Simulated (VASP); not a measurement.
Write the native input for VASP 6.6.1 that does the following.

| Property | Result |
| --- | --- |
| Task | single point |
| Functional | PBE |
| Dispersion | D3(BJ) |
| Potentials or basis | VASP PAW PBE potentials, release 64 (Li_sv) |
| Cutoff | 520 eV |
| k mesh | 11 × 11 × 11 |
| Occupations | fermi-dirac, width 0.05 eV |
| Spin | no spin polarisation |
| Dipole correction | no |
| Further INCAR settings | ALGO = Normal; EDIFF = 1e-06; NBANDS = 8 |

The structure of Li lies in POSCAR:

```
Li
1.0
   -1.6619264821      1.6619264821      1.6619264821
    1.6619264821     -1.6619264821      1.6619264821
    1.6619264821      1.6619264821     -1.6619264821
Li
1
Direct
    0.0000000000      0.0000000000      0.0000000000
```

The input as run:

INCAR

```
SYSTEM = Li
PREC = Accurate
ENCUT = 520
EDIFF = 1E-6
ISMEAR = -1
SIGMA = 0.05
LREAL = .False.
LASPH = .True.
NELM = 60
ALGO = Normal
ISIF = 2
LWAVE = .False.
LCHARG = .True.
GGA = PE
IVDW = 12
LELF = .True.
LVHAR = .True.
NBANDS = 8
```

KPOINTS

```
regular mesh
0
Gamma
  11 11 11
  0 0 0
```

Potentials or basis: VASP PAW PBE potentials, release 64 (Li_sv).

Run with:

```console
$ cat potpaw_PBE.64/Li_sv/POTCAR > POTCAR
$ mpirun -np 1 vasp_std > vasp.out
```

It gave:

| Property | Result |
| --- | --- |
| Dispersion energy per atom | -0.187 eV |

It took 6.3 s on 1 thread of Intel Xeon 8259CL, with other jobs on the host, peak memory 0.14 GiB.
